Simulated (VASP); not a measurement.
# TmP2 (Fd-3m) in VASP: further runs

Runs on TmP2. Level: PBE. Tasks: single point, relaxation of cell and atoms.

All numbers are computed with VASP 6.6.1; they aren't measurements. Logs are shortened: lines on timing, memory, paths and dates and some standing lists are left out, and cuts for length are marked.

### 1 The cell of the first run

The structure is cubic, space group Fd-3m (No. 227). Conventional cell: a = 7.535 Å, b = 7.535 Å, c = 7.535 Å, α = 90.00°, β = 90.00°, γ = 90.00°. Tm (site symmetry -43m) has 12 P at 3.12 Å and 4 Tm at 3.26 Å within 4.1 Å. P (site symmetry -3m) has 6 P at 2.66 Å and 6 Tm at 3.12 Å within 3.5 Å.

The cell was generated, and may not be a known phase.

### 2 Single point, PBE

INCAR reads:

```
  PREC = Accurate
  ENCUT = 500
  EDIFF = 1E-6
  ISMEAR = 0
  SIGMA = 0.1
  LREAL = False
  LASPH = True
  NELM = 200
  ALGO = Normal
  ISIF = 2
  LWAVE = False
  LCHARG = True
  GGA = PE
  LELF = True
  LVHAR = True
  NBANDS = 28
  GGA_COMPAT = False
  LMAXMIX = 6
```

KPOINTS reads:

```
Automatic mesh
0
Gamma
  4 4 4
```

POSCAR reads:

```
TmP2
1.0
    0.0000000000      3.7677309138      3.7677309138
    3.7677309138      0.0000000000      3.7677309138
    3.7677309138      3.7677309138      0.0000000000
Tm P
2 4
Direct
    0.5000000000      0.5000000000      0.5000000000
    0.7500000000      0.7500000000      0.7500000000
    0.6250000000      0.1250000000      0.1250000000
    0.1250000000      0.1250000000      0.1250000000
    0.1250000000      0.1250000000      0.6250000000
    0.1250000000      0.6250000000      0.1250000000
```

Potentials or basis: VASP PAW PBE potentials, release 64 (Tm_3, P), 4f in core.

Command:

```console
cat potpaw_PBE.64/Tm_3/POTCAR potpaw_PBE.64/P/POTCAR > POTCAR
mpirun -np 1 vasp_std > vasp.out
```

OUTCAR:

```text
PREC = Accurate
   ENCUT = 500
   EDIFF = 1E-6
   ISMEAR = 0
   LREAL = False
   LASPH = True
   NELM = 200
   ISIF = 2
   GGA = PE

 ion  position               nearest neighbor table
   1  0.500  0.500  0.500-   4 3.12   5 3.12   6 3.12   3 3.12   4 3.12   5 3.12   3 3.12   4 3.12
                             6 3.12   3 3.12   5 3.12   6 3.12   2 3.26   2 3.26   2 3.26   2 3.26
   2  0.750  0.750  0.750-   3 3.12   5 3.12   6 3.12   3 3.12   4 3.12   6 3.12   3 3.12   4 3.12
                             5 3.12   4 3.12   5 3.12   6 3.12   1 3.26   1 3.26   1 3.26   1 3.26
   3  0.625  0.125  0.125-   4 2.66   5 2.66   6 2.66   4 2.66   5 2.66   6 2.66   2 3.12   1 3.12
                             1 3.12   2 3.12   2 3.12   1 3.12
   4  0.125  0.125  0.125-   3 2.66   5 2.66   6 2.66   5 2.66   6 2.66   3 2.66   1 3.12   2 3.12
                             1 3.12   2 3.12   1 3.12   2 3.12
   5  0.125  0.125  0.625-   4 2.66   3 2.66   4 2.66   6 2.66   6 2.66   3 2.66   1 3.12   2 3.12
                             1 3.12   2 3.12   1 3.12   2 3.12
   6  0.125  0.625  0.125-   4 2.66   5 2.66   3 2.66   4 2.66   5 2.66   3 2.66   2 3.12   1 3.12
                             2 3.12   2 3.12   1 3.12   1 3.12

  LATTYP: Found a face centered cubic cell.
 ALAT       =     7.5354618276

  Lattice vectors:

 A1 = (   0.0000000000,   3.7677309138,   3.7677309138)
 A2 = (   3.7677309138,   0.0000000000,   3.7677309138)
 A3 = (   3.7677309138,   3.7677309138,   0.0000000000)

Analysis of symmetry for initial positions (statically):
=====================================================================
 Subroutine PRICEL returns:
 Original cell was already a primitive cell.

 Routine SETGRP: Setting up the symmetry group for a
 face centered cubic supercell.

 Subroutine GETGRP returns: Found 48 space group operations
 (whereof 24 operations were pure point group operations)
 out of a pool of 48 trial point group operations.

The static configuration has the point symmetry T_d .
 The point group associated with its full space group is O_h .

Analysis of symmetry for dynamics (positions and initial velocities):
=====================================================================
 Subroutine PRICEL returns:
 Original cell was already a primitive cell.

 Routine SETGRP: Setting up the symmetry group for a
 face centered cubic supercell.

 Subroutine GETGRP returns: Found 48 space group operations
 (whereof 24 operations were pure point group operations)
 out of a pool of 48 trial point group operations.

The dynamic configuration has the point symmetry T_d .
 The point group associated with its full space group is O_h .

 Subroutine INISYM returns: Found 48 space group operations
 (whereof 24 operations are pure point group operations),
 and found     1 'primitive' translations

----------------------------------------------------------------------------------------

                                     Primitive cell

  volume of cell :     106.9719

  direct lattice vectors                    reciprocal lattice vectors
     0.000000000  3.767730914  3.767730914    -0.132705868  0.132705868  0.132705868
     3.767730914  0.000000000  3.767730914     0.132705868 -0.132705868  0.132705868
     3.767730914  3.767730914  0.000000000     0.132705868  0.132705868 -0.132705868

  length of vectors
     5.328376158  5.328376158  5.328376158     0.229853305  0.229853305  0.229853305

  position of ions in fractional coordinates (direct lattice)
     0.500000000  0.500000000  0.500000000
     0.750000000  0.750000000  0.750000000
     0.625000000  0.125000000  0.125000000
     0.125000000  0.125000000  0.125000000
     0.125000000  0.125000000  0.625000000
     0.125000000  0.625000000  0.125000000

  ion indices of the primitive-cell ions
   primitive index   ion index
                 1           1
                 2           2
                 3           3
                 4           4
                 5           5
                 6           6

----------------------------------------------------------------------------------------

 KPOINTS: Automatic mesh

Automatic generation of k-mesh.
 Grid dimensions read from file:
 generate k-points for:    4    4    4

 Generating k-lattice:

  Cartesian coordinates                     Fractional coordinates (reciprocal lattice)
    -0.033176467  0.033176467  0.033176467     0.250000000  0.000000000  0.000000000
     0.033176467 -0.033176467  0.033176467     0.000000000  0.250000000  0.000000000
     0.033176467  0.033176467 -0.033176467     0.000000000  0.000000000  0.250000000

  Length of vectors
     0.057463326  0.057463326  0.057463326

  Shift w.r.t. Gamma in fractional coordinates (k-lattice)
     0.000000000  0.000000000  0.000000000

 Subroutine IBZKPT returns following result:
 ===========================================

 Found      8 irreducible k-points:

 Following reciprocal coordinates:
            Coordinates               Weight
  0.000000  0.000000  0.000000      1.000000
  0.250000  0.000000  0.000000      8.000000
  0.500000  0.000000  0.000000      4.000000
  0.250000  0.250000  0.000000      6.000000
  0.500000  0.250000  0.000000     24.000000
 -0.250000  0.250000  0.000000     12.000000
  0.500000  0.500000  0.000000      3.000000
 -0.250000  0.500000  0.250000      6.000000
   k-points           NKPTS =      8   k-points in BZ     NKDIM =      8   number of bands    NBANDS=     28
   number of dos      NEDOS =    301   number of ions     NIONS =      6
   total plane-waves  NPLWV =  64000
   dimension x,y,z NGX =    40 NGY =   40 NGZ =   40
   dimension x,y,z NGXF=    80 NGYF=   80 NGZF=   80
   ions per type =               2   4
   NGX,Y,Z   is equivalent  to a cutoff of  12.48, 12.48, 12.48 a.u.
   NGXF,Y,Z  is equivalent  to a cutoff of  24.96, 24.96, 24.96 a.u.
 SYSTEM =  unknown system
   PREC   = accura    normal or accurate (medium, high low for compatibility)
   ISTART =      0    job   : 0-new  1-cont  2-samecut
   ICHARG =      2    charge: 1-file 2-atom 10-const
   ISPIN  =      1    spin polarized calculation?
   LNONCOLLINEAR =      F non collinear calculations
   LSORBIT =      F    spin-orbit coupling
   LASPH  =      T    aspherical Exc in radial PAW
   ENCUT  =  500.0 eV  36.75 Ry    6.06 a.u.   9.71  9.71  9.71*2*pi/ulx,y,z
   NELM   =    200;   NELMIN=  2; NELMDL= -5     # of ELM steps
   EDIFF  = 0.1E-05   stopping-criterion for ELM
   LREAL  =      F    real-space projection
   EDIFFG = 0.1E-04   stopping-criterion for IOM
   NSW    =      0    number of steps for IOM
   IBRION =     -1    ionic relax: 0-MD 1-quasi-New 2-CG
   NFREE  =      0    steps in history (QN), initial steepest desc. (CG)
   ISIF   =      2    stress and relaxation
   ISYM   =      2    0-nonsym 1-usesym 2-fastsym
   POTIM  = 0.5000    time-step for ionic-motion
   TEBEG  =    0.0;   TEEND  =   0.0 temperature during run
   PSTRESS=    0.0 pullay stress
   NELECT =      38.0000    total number of electrons
   NUPDOWN=      -1.0000    fix difference up-down
   EMIN   =  10.00;   EMAX   =-10.00  energy-range for DOS
   EFERMI =   0.00;   METHOD = LEGACY
   ISMEAR =     0;   SIGMA  =   0.10  broadening in eV -4-tet -1-fermi 0-gaus
   EFERMI_NEDOS =   21; number of points for ismear=-14 and -15
   IALGO  =     38    algorithm
   IMIX   =      4    mixing-type and parameters
     AMIX     =   0.40;   BMIX     =  1.00
     AMIX_MAG =   1.60;   BMIX_MAG =  1.00
  volume/ion in A,a.u.               =      17.83       120.31
  Fermi-wavevector in a.u.,A,eV,Ry     =   1.159434  2.191013 18.290148  1.344288
  Thomas-Fermi vector in A             =   2.296027
   LORBIT       =      0    0 simple, 1 ext, 2 COOP (PROOUT), +10 PAW based schemes
   GGA     = PE    functional components
   LHFCALC =     F    Hartree Fock is set to
   AEXX    =    0.0000 exact exchange contribution
   IVDW    =     0    specifies the selected vdW correction
   LEPSILON=     F    determine dielectric tensor
   LRPA    =     F    only Hartree local field effects (RPA)
 non-spin polarized calculation
 Gauss-broadening in eV      SIGMA  =   0.10
  energy-cutoff  :      500.00
  volume of cell :      106.97
 maximum number of plane-waves:      2764
 NGX is ok and might be reduce to    40
   NGX = 19   NGY = 19   NGZ = 19

 number of electron      38.0000003 magnetization

 Free energy of the ion-electron system (eV)
  ---------------------------------------------------
  ext. energy  EPLUGINS =         0.00000000
  ---------------------------------------------------
  free energy    TOTEN  =       -31.53557357 eV

  energy without entropy =      -31.49277826  energy(sigma->0) =      -31.51417592

 E-fermi :   7.6680     XC(G=0): -11.1341

 val. band max:        7.6205796927   @ k =   0.2500   0.2500   0.0000
 cond. band min:       7.7124994739   @ k =   0.5000   0.2500   0.0000
 fundamental gap:      0.0919197812
 Fermi energy:         7.6680305036

 k-point     1 :       0.0000    0.0000    0.0000
  band No.  band energies     occupation
      1     -18.3300      2.00000
      2     -18.3300      2.00000
      3     -18.3300      2.00000
      4     -18.0481      2.00000
      5     -18.0481      2.00000
      6     -18.0481      2.00000
[... 20 lines left out ...]
     27      11.3918      0.00000
     28      11.3938      0.00000

 k-point     2 :       0.2500    0.0000    0.0000
  band No.  band energies     occupation
      1     -18.3497      2.00000
      2     -18.3497      2.00000
      3     -18.3378      2.00000
      4     -18.0521      2.00000
      5     -18.0287      2.00000
      6     -18.0287      2.00000
[... 20 lines left out ...]
     27      11.1983      0.00000
     28      11.2172      0.00000

 k-point     3 :       0.5000    0.0000    0.0000
  band No.  band energies     occupation
      1     -18.3672      2.00000
      2     -18.3672      2.00000
      3     -18.3493      2.00000
      4     -18.0516      2.00000
      5     -18.0115      2.00000
      6     -18.0115      2.00000
[... 120 lines left out ...]
      3     -18.2013      2.00000
      4     -18.2013      2.00000
      5     -17.9747      2.00000
      6     -17.9747      2.00000
[... 20 lines left out ...]
     27      10.8624      0.00000
     28      10.8624      0.00000

 k-point     8 :      -0.2500    0.5000    0.2500
  band No.  band energies     occupation
      1     -18.4104      2.00000
      2     -18.4104      2.00000
      3     -18.1960      2.00000
      4     -18.1960      2.00000
      5     -17.9764      2.00000
      6     -17.9764      2.00000
[... 20 lines left out ...]
     27      10.7717      0.00000
     28      10.7717      0.00000

------------------------ aborting loop because EDIFF is reached ----------------------------------------

  FORCE on cell =-STRESS in cart. coord.  units (eV):
  Direction    XX          YY          ZZ          XY          YZ          ZX
  --------------------------------------------------------------------------------------
  -------------------------------------------------------------------------------------
  Total       -0.1616209     -0.1616209     -0.1616209      0.0000000      0.0000000     -0.0000000
  in kB       -2.4206856     -2.4206856     -2.4206856      0.0000000      0.0000000     -0.0000000
  external PRESSURE =      -2.4206856 kB  Pullay stress =       0.0000000 kB

 VOLUME and BASIS-vectors are now :
 -----------------------------------------------------------------------------
  energy-cutoff  :      500.00
  volume of cell :      106.97
      direct lattice vectors                 reciprocal lattice vectors
     0.000000000  3.767730914  3.767730914    -0.132705868  0.132705868  0.132705868
     3.767730914  0.000000000  3.767730914     0.132705868 -0.132705868  0.132705868
     3.767730914  3.767730914  0.000000000     0.132705868  0.132705868 -0.132705868

 POSITION                                       TOTAL-FORCE (eV/Angst)
 -----------------------------------------------------------------------------------
      3.76773      3.76773      3.76773        -0.000000      0.000000      0.000000
      5.65160      5.65160      5.65160         0.000000     -0.000000     -0.000000
      0.94193      2.82580      2.82580        -0.000000      0.000000      0.000000
      0.94193      0.94193      0.94193        -0.000000      0.000000      0.000000
      2.82580      2.82580      0.94193        -0.000000      0.000000      0.000000
      2.82580      0.94193      2.82580        -0.000000      0.000000      0.000000
 -----------------------------------------------------------------------------------
    total drift:                               -0.000000     -0.000000      0.000000

  FREE ENERGIE OF THE ION-ELECTRON SYSTEM (eV)
  ---------------------------------------------------
  free  energy   TOTEN  =       -31.5355735742 eV

  energy  without entropy=      -31.4927782604  energy(sigma->0) =      -31.51417592
```

Wall time 20 s (1 thread of Intel Xeon Platinum 8559C (Emerald Rapids), shared host); peak memory 0.23 GiB.

Results:

- Free energy: -31.5356 eV
- Pressure: -0.2 GPa
- Band gap on the k mesh: zero (bands 19 and 20 overlap by 3.01 eV)

Caveat: the k points lie up to 0.36 Å⁻¹ apart, too coarse for converged energies and pressures of a metal; spin-orbit coupling is left out, which moves the levels of the heavy elements; the 4f electrons are frozen in the core, so they carry no moment and show no levels. Spin polarisation is off, so any magnetic state and its effect on volume and gap are missing.

### 3 Single point, PBE

This run uses another cell than the first one, of 22.16 Å³/atom.

INCAR reads:

```
SYSTEM = TmP2
PREC = Accurate ; ENCUT = 500
EDIFF = 1E-6 ; ISMEAR = 0
SIGMA = 0.1 ; LREAL = .FALSE.
LASPH = .TRUE. ; NELM = 200
ALGO = Normal ; ISIF = 2
LWAVE = .FALSE. ; LCHARG = .FALSE.
GGA = PE ; NBANDS = 28
GGA_COMPAT = .FALSE. ; LMAXMIX = 6
```

KPOINTS reads:

```
Automatic mesh
0
G
  4 4 4
  0 0 0
```

POSCAR, as its differences from that of step 2:

```diff
@@ -2,5 +2,5 @@
 1.0
-    0.0000000000      3.7677309138      3.7677309138
-    3.7677309138      0.0000000000      3.7677309138
-    3.7677309138      3.7677309138      0.0000000000
+    0.0000000000      4.0508954300      4.0508954300
+    4.0508954300      0.0000000000      4.0508954300
+    4.0508954300      4.0508954300      0.0000000000
 Tm P
```

Potentials or basis: VASP PAW PBE potentials, release 64 (Tm_3, P), 4f in core.

Command:

```console
cat potpaw_PBE.64/Tm_3/POTCAR potpaw_PBE.64/P/POTCAR > POTCAR
mpirun -np 1 vasp_std > vasp.out
```

Run time: 27 s. Hardware: 1 thread of Intel Xeon Platinum 8559C (Emerald Rapids), shared host; peak memory 0.25 GiB.

It converged, with:

* Free energy: -30.4001 eV
* Pressure: -11.5 GPa
* Band gap on the k mesh: zero (bands 19 and 20 overlap by 2.59 eV)

Levels at points of the mesh, in eV from the Fermi level:
```csv
k point,band 16,band 17,band 18,band 19,band 20,band 21,band 22,band 23
"(0.00, 0.00, 0.00)",-4.11,-1.69,0.77,0.77,0.77,2.01,2.01,2.01
"(0.50, 0.00, 0.00)",-2.23,-2.18,-2.18,-1.48,-1.03,1.41,1.67,1.67
"(0.50, 0.50, 0.00)",-2.08,-2.08,-2.08,-1.83,-1.83,0.36,0.36,1.96
```

Caveat: the cell stands under tension; spin-orbit coupling is left out, which moves the levels of the heavy elements; the 4f electrons are frozen in the core, so they carry no moment and show no levels.

### 4 Relaxation of cell and atoms, PBE

This run uses another cell than the first one, of 22.16 Å³/atom.

INCAR reads:

```
SYSTEM = TmP2
ALGO = Normal
EDIFF = 1E-7
EDIFFG = -0.04
ENCUT = 500
GGA = PE
GGA_COMPAT = .False.
IBRION = 2
ISIF = 3
ISMEAR = 0
LASPH = .True.
LCHARG = .False.
LMAXMIX = 6
LREAL = .False.
LWAVE = .False.
NELM = 200
NELMIN = 4
NSW = 90
PREC = Accurate
SIGMA = 0.1
```

KPOINTS reads:

```
k-points
0
Gamma
  4 4 4
  0 0 0
```

POSCAR is that of step 3.

Command:

```console
cat potpaw_PBE.64/Tm_3/POTCAR potpaw_PBE.64/P/POTCAR > POTCAR
mpirun -np 1 vasp_std > vasp.out
```

Run time: 66 s. Hardware: 1 thread of Intel Xeon Platinum 8559C (Emerald Rapids), shared host; peak memory 0.27 GiB.

The run converged. Its results:

| Quantity | Value |
| --- | --- |
| Free energy | -31.5389 eV |
| Relaxed volume | 17.76 Å³/atom |
| Relaxed cell | a = 5.322 Å, b = 5.322 Å, c = 5.322 Å, α = 60.00°, β = 60.00°, γ = 60.00° |
| Space group after relaxing (to 0.1 Å) | Fd-3m (No. 227) |
| Energy gained by relaxing | 189.8 meV/atom |
| Ionic steps | 3 |
| Pressure after relaxing | 0.1 GPa |
| Band gap on the k mesh | zero (bands 19 and 20 overlap by 3.02 eV) |

Step by step:
```
step  energy change (eV)  largest force (eV/Å)  pressure (GPa)  volume (Å³)
   1              0.0000                0.0000          -11.47       132.95
   2             -1.1294                0.0000            1.55       104.70
   3             -1.1388                0.0000            0.08       106.56
```

Final structure:
```
CELL_PARAMETERS angstrom
0.00000 3.76291 3.76291
3.76291 0.00000 3.76291
3.76291 3.76291 0.00000
ATOMIC_POSITIONS crystal
Tm 0.50000 0.50000 0.50000
Tm 0.75000 0.75000 0.75000
P 0.62500 0.12500 0.12500
P 0.12500 0.12500 0.12500
P 0.12500 0.12500 0.62500
P 0.12500 0.62500 0.12500
```

Levels at points of the mesh, in eV from the Fermi level:
```csv
k point,band 17,band 18,band 19,band 20,band 21,band 22
"(0.00, 0.00, 0.00)",-1.64,1.13,1.13,1.13,2.80,2.80
"(0.50, 0.00, 0.00)",-2.36,-1.96,-1.91,-1.34,1.68,1.68
"(0.50, 0.50, 0.00)",-2.42,-2.42,-1.89,-1.89,0.37,0.37
```

Caveat: the volume moved by over 15 % at a fixed basis, so the end points are rough; spin-orbit coupling is left out, which moves the levels of the heavy elements; the 4f electrons are frozen in the core, so they carry no moment and show no levels.

### 5 Summary

```csv
task,cell,gap on the mesh (eV),pressure (GPa)
single point,"a = 5.328 Å, angles 60.0°, 6 atoms",none,-0.2
single point,"a = 5.729 Å, angles 60.0°, 6 atoms",none,-11.5
relaxation of cell and atoms,"relaxed from a = 5.729 Å, angles 60.0°, 6 atoms",none,0.1
```

Alike in all rows: level PBE; potentials or basis VASP PAW PBE potentials, release 64 (Tm_3, P), 4f in core; no spin polarisation; k mesh 4 × 4 × 4; cutoff (eV) 500; smearing gaussian 0.1 eV.

Caveats: some runs use coarse meshes; spin-orbit coupling is left out, which moves the levels of the heavy elements; the 4f electrons are frozen in the core, so they carry no moment and show no levels; the cell stands under tension (at least some runs); the volume moved by over 15 % at a fixed basis, so the end points are rough (at least some runs).

Absolute energies hang on the potentials; compare differences alone.

The gap in the log of VASP goes by the Fermi energy; the results here count the filled bands.